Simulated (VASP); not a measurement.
# TePb (rock salt type) (Fm-3m) in VASP: single point with HSE06

Aim: the single point of TePb (rock salt type) with HSE06.

All numbers are computed with VASP 6.6.1; they aren't measurements. Logs are shortened: lines on timing, memory, paths and dates and some standing lists are left out, and cuts for length are marked.

## 1. The cell of the first run

The structure is cubic, space group Fm-3m (No. 225). Conventional cell: a = 6.570 Å, b = 6.570 Å, c = 6.570 Å, α = 90.00°, β = 90.00°, γ = 90.00°. Within 4.3 Å of Pb (site symmetry m-3m) lie 6 Te at 3.29 Å. Within 4.3 Å of Te (site symmetry m-3m) lie 6 Pb at 3.29 Å.

## 2. Single point, HSE06

Input file POSCAR:

```
TePb
1.0
    0.0000000000      3.2850000000      3.2850000000
    3.2850000000      0.0000000000      3.2850000000
    3.2850000000      3.2850000000      0.0000000000
Pb Te
1 1
Direct
    0.0000000000      0.0000000000      0.0000000000
    0.5000000000      0.5000000000      0.5000000000
```

Input file INCAR.step1:

```
SYSTEM = TePb
  PREC = Accurate
  ENCUT = 520
  EDIFF = 1E-5
  ISMEAR = -1
  SIGMA = 0.02
  LREAL = .FALSE.
  LASPH = .TRUE.
  NELM = 100
  ALGO = Normal
  ISIF = 2
  LWAVE = .TRUE.
  NBANDS = 17
  GGA = PE
  KPAR = 4
```

Input file INCAR.step2:

```
SYSTEM = TePb
  PREC = Accurate
  ENCUT = 520
  EDIFF = 1E-6
  ISMEAR = -1
  SIGMA = 0.02
  LREAL = .FALSE.
  LASPH = .TRUE.
  NELM = 100
  ALGO = Normal
  ISIF = 2
  LWAVE = .FALSE.
  LCHARG = .TRUE.
  GGA = PE
  LHFCALC = .TRUE.
  HFSCREEN = 0.2079
  PRECFOCK = Normal
  LVHAR = .TRUE.
  NBANDS = 17
  ISTART = 1
  KPAR = 4
```

Input file KPOINTS:

```
Automatic mesh
0
G
  6 6 6
  0 0 0
```

Potentials or basis: VASP PAW PBE potentials, release 64 (Pb_d, Te).

The run is started by

```sh
> cat potpaw_PBE.64/Pb_d/POTCAR potpaw_PBE.64/Te/POTCAR > POTCAR
> cp INCAR.step1 INCAR
> mpirun -np 4 vasp_std > vasp.out
> cp INCAR.step2 INCAR
> mpirun -np 4 vasp_std > vasp.out
```

OUTCAR:

```text
SYSTEM = TePb
   PREC = Accurate
   ENCUT = 520
   EDIFF = 1E-6
   ISMEAR = -1
   LREAL = .FALSE.
   LASPH = .TRUE.
   NELM = 100
   ISIF = 2
   GGA = PE
   LHFCALC = .TRUE.
   HFSCREEN = 0.2079
   PRECFOCK = Normal
   ISTART = 1

 ion  position               nearest neighbor table
   1  0.000  0.000  0.000-   2 3.29   2 3.29   2 3.29   2 3.29   2 3.29   2 3.29
   2  0.500  0.500  0.500-   1 3.29   1 3.29   1 3.29   1 3.29   1 3.29   1 3.29

  LATTYP: Found a face centered cubic cell.
 ALAT       =     6.5700000000

  Lattice vectors:

 A1 = (   0.0000000000,   3.2850000000,   3.2850000000)
 A2 = (   3.2850000000,   0.0000000000,   3.2850000000)
 A3 = (   3.2850000000,   3.2850000000,   0.0000000000)

Analysis of symmetry for initial positions (statically):
=====================================================================
 Subroutine PRICEL returns:
 Original cell was already a primitive cell.

 Routine SETGRP: Setting up the symmetry group for a
 face centered cubic supercell.

 Subroutine GETGRP returns: Found 48 space group operations
 (whereof 48 operations were pure point group operations)
 out of a pool of 48 trial point group operations.

The static configuration has the point symmetry O_h .

Analysis of symmetry for dynamics (positions and initial velocities):
=====================================================================
 Subroutine PRICEL returns:
 Original cell was already a primitive cell.

 Routine SETGRP: Setting up the symmetry group for a
 face centered cubic supercell.

 Subroutine GETGRP returns: Found 48 space group operations
 (whereof 48 operations were pure point group operations)
 out of a pool of 48 trial point group operations.

The dynamic configuration has the point symmetry O_h .

 Subroutine INISYM returns: Found 48 space group operations
 (whereof 48 operations are pure point group operations),
 and found     1 'primitive' translations

----------------------------------------------------------------------------------------

                                     Primitive cell

  volume of cell :      70.8983

  direct lattice vectors                    reciprocal lattice vectors
     0.000000000  3.285000000  3.285000000    -0.152207002  0.152207002  0.152207002
     3.285000000  0.000000000  3.285000000     0.152207002 -0.152207002  0.152207002
     3.285000000  3.285000000  0.000000000     0.152207002  0.152207002 -0.152207002

  length of vectors
     4.645691552  4.645691552  4.645691552     0.263630260  0.263630260  0.263630260

  position of ions in fractional coordinates (direct lattice)
     0.000000000  0.000000000  0.000000000
     0.500000000  0.500000000  0.500000000

  ion indices of the primitive-cell ions
   primitive index   ion index
                 1           1
                 2           2

----------------------------------------------------------------------------------------

 KPOINTS: Automatic mesh

Automatic generation of k-mesh.
 Grid dimensions read from file:
 generate k-points for:    6    6    6

 Generating k-lattice:

  Cartesian coordinates                     Fractional coordinates (reciprocal lattice)
    -0.025367834  0.025367834  0.025367834     0.166666667  0.000000000  0.000000000
     0.025367834 -0.025367834  0.025367834     0.000000000  0.166666667  0.000000000
     0.025367834  0.025367834 -0.025367834     0.000000000  0.000000000  0.166666667

  Length of vectors
     0.043938377  0.043938377  0.043938377

  Shift w.r.t. Gamma in fractional coordinates (k-lattice)
     0.000000000  0.000000000  0.000000000

 Subroutine IBZKPT returns following result:
 ===========================================

 Found     16 irreducible k-points:

 Following reciprocal coordinates:
            Coordinates               Weight
  0.000000  0.000000  0.000000      1.000000
  0.166667  0.000000  0.000000      8.000000
  0.333333  0.000000  0.000000      8.000000
  0.500000  0.000000  0.000000      4.000000
  0.166667  0.166667  0.000000      6.000000
  0.333333  0.166667  0.000000     24.000000
[... 8 lines left out ...]
 -0.333333  0.333333  0.166667     24.000000
 -0.333333  0.500000  0.166667     12.000000
   k-points           NKPTS =     16   k-points in BZ     NKDIM =    216   number of bands    NBANDS=     17
   number of dos      NEDOS =    301   number of ions     NIONS =      2
   total plane-waves  NPLWV =  46656
   dimension x,y,z NGX =    36 NGY =   36 NGZ =   36
   dimension x,y,z NGXF=    72 NGYF=   72 NGZF=   72
   ions per type =               1   1
   NGX,Y,Z   is equivalent  to a cutoff of  12.88, 12.88, 12.88 a.u.
   NGXF,Y,Z  is equivalent  to a cutoff of  25.77, 25.77, 25.77 a.u.
 SYSTEM =  TePb
   PREC   = accura    normal or accurate (medium, high low for compatibility)
   ISTART =      1    job   : 0-new  1-cont  2-samecut
   ICHARG =      0    charge: 1-file 2-atom 10-const
   ISPIN  =      1    spin polarized calculation?
   LNONCOLLINEAR =      F non collinear calculations
   LSORBIT =      F    spin-orbit coupling
   LASPH  =      T    aspherical Exc in radial PAW
   ENCUT  =  520.0 eV  38.22 Ry    6.18 a.u.   8.64  8.64  8.64*2*pi/ulx,y,z
   NELM   =    100;   NELMIN=  2; NELMDL=  0     # of ELM steps
   EDIFF  = 0.1E-05   stopping-criterion for ELM
   LREAL  =      F    real-space projection
   EDIFFG = 0.1E-04   stopping-criterion for IOM
   NSW    =      0    number of steps for IOM
   IBRION =     -1    ionic relax: 0-MD 1-quasi-New 2-CG
   NFREE  =      0    steps in history (QN), initial steepest desc. (CG)
   ISIF   =      2    stress and relaxation
   ISYM   =      3    0-nonsym 1-usesym 2-fastsym
   POTIM  = 0.5000    time-step for ionic-motion
   TEBEG  =    0.0;   TEEND  =   0.0 temperature during run
   PSTRESS=    0.0 pullay stress
   NELECT =      20.0000    total number of electrons
   NUPDOWN=      -1.0000    fix difference up-down
   EMIN   =  10.00;   EMAX   =-10.00  energy-range for DOS
   EFERMI =   0.00;   METHOD = LEGACY
   ISMEAR =    -1;   SIGMA  =   0.02  broadening in eV -4-tet -1-fermi 0-gaus
   EFERMI_NEDOS =   21; number of points for ismear=-14 and -15
   IALGO  =     38    algorithm
   IMIX   =      1    mixing-type and parameters
     AMIX     =   0.40;   BMIX     =  1.00
     AMIX_MAG =   1.60;   BMIX_MAG =  1.00
  volume/ion in A,a.u.               =      35.45       239.22
  Fermi-wavevector in a.u.,A,eV,Ry     =   1.073675  2.028951 15.684493  1.152778
  Thomas-Fermi vector in A             =   2.209481
   LORBIT       =      0    0 simple, 1 ext, 2 COOP (PROOUT), +10 PAW based schemes
   GGA     = PE    functional components
   LHFCALC =     T    Hartree Fock is set to
   PRECFOCK=normal    Normal, Fast or Accurate (Low or Medium for compatibility)
   ENCUT4O =  -1.0   cutoff for four orbital integrals eV
   NKREDX  =     1    reduce k-point grid by
   NKREDY  =     1    reduce k-point grid by
   NKREDZ  =     1    reduce k-point grid by
   AEXX    =    0.2500 exact exchange contribution
   HFSCREEN=    0.2079 screening length (either q_TF or 0.3 A-1)
   HFSCREENC=   0.2079 screening length for correlation (either q_TF or 0.3 A-1)
   ENCUTFOCK=  -1.0 apply spherical cutoff to Coloumb kernel
   IVDW    =     0    specifies the selected vdW correction
   LEPSILON=     F    determine dielectric tensor
   LRPA    =     F    only Hartree local field effects (RPA)
 non-spin polarized calculation
  energy-cutoff  :      520.00
  volume of cell :       70.90
 maximum number of plane-waves:      1932
 NGX is ok and might be reduce to    36
  NGX = 28; NGY = 28; NGZ = 28

 number of electron      19.9999999 magnetization

 Free energy of the ion-electron system (eV)
  ---------------------------------------------------
  ext. energy  EPLUGINS =         0.00000000
  ---------------------------------------------------
  free energy    TOTEN  =        -8.97070162 eV

  energy without entropy =       -8.97070162  energy(sigma->0) =       -8.97070162

 E-fermi :   5.1687     XC(G=0):  -7.5846

 val. band max:        4.7051448289   @ k =   0.5000   0.0000   0.0000
 cond. band min:       5.9045449468   @ k =   0.5000   0.0000   0.0000
 fundamental gap:      1.1994001179
 Fermi energy:         5.1687103116

 k-point     1 :       0.0000    0.0000    0.0000
  band No.  band energies     occupation
      1     -13.7651      2.00000
      2     -13.7651      2.00000
      3     -13.7521      2.00000
      4     -13.7521      2.00000
      5     -13.7521      2.00000
      6      -8.1225      2.00000
[... 9 lines left out ...]
     16      11.2010      0.00000
     17      12.7170      0.00000

 k-point     2 :       0.1667    0.0000    0.0000
  band No.  band energies     occupation
      1     -13.7682      2.00000
      2     -13.7682      2.00000
      3     -13.7516      2.00000
      4     -13.7491      2.00000
      5     -13.7491      2.00000
      6      -7.8782      2.00000
[... 9 lines left out ...]
     16      11.7261      0.00000
     17      14.3172      0.00000

 k-point     3 :       0.3333    0.0000    0.0000
  band No.  band energies     occupation
      1     -13.7753      2.00000
      2     -13.7753      2.00000
      3     -13.7506      2.00000
      4     -13.7421      2.00000
      5     -13.7421      2.00000
      6      -7.2179      2.00000
[... 9 lines left out ...]
     16      13.1324      0.00000
     17      16.3507      0.00000

 k-point     4 :       0.5000    0.0000    0.0000
  band No.  band energies     occupation
      1     -13.7790      2.00000
      2     -13.7790      2.00000
      3     -13.7502      2.00000
      4     -13.7385      2.00000
      5     -13.7385      2.00000
      6      -6.6706      2.00000
[... 9 lines left out ...]
     16      14.7814      0.00000
     17      14.7814      0.00000
[... 183 lines left out ...]
      1     -13.7935      2.00000
      2     -13.7675      2.00000
      3     -13.7520      2.00000
      4     -13.7399      2.00000
      5     -13.7369      2.00000
      6      -6.7520      2.00000
[... 9 lines left out ...]
     16      14.5690      0.00000
     17      14.9716      0.00000

 k-point    15 :      -0.3333    0.3333    0.1667
  band No.  band energies     occupation
      1     -13.7957      2.00000
      2     -13.7704      2.00000
      3     -13.7464      2.00000
      4     -13.7444      2.00000
      5     -13.7340      2.00000
      6      -6.3839      2.00000
[... 9 lines left out ...]
     16      15.8019      0.00000
     17      15.9518      0.00000

 k-point    16 :      -0.3333    0.5000    0.1667
  band No.  band energies     occupation
      1     -13.8060      2.00000
      2     -13.7642      2.00000
      3     -13.7532      2.00000
      4     -13.7388      2.00000
      5     -13.7312      2.00000
      6      -6.3191      2.00000
[... 9 lines left out ...]
     16      16.0609      0.00000
     17      16.9314      0.00000

------------------------ aborting loop because EDIFF is reached ----------------------------------------

  FORCE on cell =-STRESS in cart. coord.  units (eV):
  Direction    XX          YY          ZZ          XY          YZ          ZX
  --------------------------------------------------------------------------------------
  -------------------------------------------------------------------------------------
  Total       -0.5010972     -0.5010972     -0.5010972      0.0000000     -0.0000000     -0.0000000
  in kB      -11.3239114    -11.3239114    -11.3239114      0.0000000     -0.0000000     -0.0000000
  external PRESSURE =     -11.3239114 kB  Pullay stress =       0.0000000 kB

 VOLUME and BASIS-vectors are now :
 -----------------------------------------------------------------------------
  energy-cutoff  :      520.00
  volume of cell :       70.90
      direct lattice vectors                 reciprocal lattice vectors
     0.000000000  3.285000000  3.285000000    -0.152207002  0.152207002  0.152207002
     3.285000000  0.000000000  3.285000000     0.152207002 -0.152207002  0.152207002
     3.285000000  3.285000000  0.000000000     0.152207002  0.152207002 -0.152207002

 POSITION                                       TOTAL-FORCE (eV/Angst)
 -----------------------------------------------------------------------------------
      0.00000      0.00000      0.00000         0.000000      0.000000      0.000000
      3.28500      3.28500      3.28500        -0.000000     -0.000000     -0.000000
 -----------------------------------------------------------------------------------
    total drift:                                0.000002      0.000003      0.000002

  FREE ENERGIE OF THE ION-ELECTRON SYSTEM (eV)
  ---------------------------------------------------
  free  energy   TOTEN  =        -8.9707016193 eV

  energy  without entropy=       -8.9707016193  energy(sigma->0) =       -8.97070162
```

Run time: 42 min. Hardware: 4 MPI ranks of AMD EPYC 7R43 (Zen 3), shared host; peak memory 0.3 GiB.

What came out:

| Property | Result |
| --- | --- |
| Free energy | -8.9707 eV |
| Pressure | -1.1 GPa |
| Band gap on the k mesh | 1.20 eV |

Levels at points of the mesh, in eV from the valence-band top:
```csv
k point,band 8,band 9,band 10,band 11,band 12,band 13
"(0.00, 0.00, 0.00)",-1.37,-1.37,-1.37,4.71,4.71,4.71
"(0.50, 0.00, 0.00)",-0.93,-0.93,0.00,1.20,1.79,1.79
"(0.50, 0.50, 0.00)",-4.64,-2.87,-2.87,3.94,6.10,6.10
```

Caveat: the PAW data sets were made with another functional, which shifts forces and pressure a little; spin-orbit coupling is left out, which moves the levels of the heavy elements. A k mesh can miss the band edges.
